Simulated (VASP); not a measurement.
Runs of VASP 6.6.1 on SiC. Symmetry: P6_3mc, No. 186, hexagonal system. The conventional cell has a = 3.075 Å, b = 3.075 Å, c = 5.048 Å, α = 90.00°, β = 90.00°, γ = 120.00°. Si (site symmetry 3m) has 4 C at 1.88 to 1.90 Å within 2.5 Å. C (site symmetry 3m) has 4 Si at 1.88 to 1.90 Å within 2.5 Å. 

| level | potentials or basis | k mesh | gap on the mesh (eV) | pressure (GPa) | largest force (eV/Å) |
| --- | --- | --- | --- | --- | --- |
| r2SCAN | VASP PAW PBE potentials, release 64 (Si, C) | 6 × 6 × 4 | 2.66 | -0.2 | 0.01 |
| LDA | VASP PAW LDA potentials, release 64 (Si, C) | 6 × 6 × 4 | (a) | -3.8 | 0.01 |
| PBE | VASP PAW PBE potentials, release 64 (Si, C) | 9 × 9 × 4 | 2.27 | 3.5 | - |
| PBE | VASP PAW PBE potentials, release 64 (Si, C) | 6 × 6 × 4 | 2.27 | 3.5 | - |

Alike in all rows: task single point; no spin polarisation; cell as given; cutoff (eV) 520; smearing gaussian 0.01 eV.

Fill in the values left out.

(a) 2.14.

Caveats: the PAW data sets were made with another functional, which shifts forces and pressure a little (some runs).

A k mesh can miss the band edges.
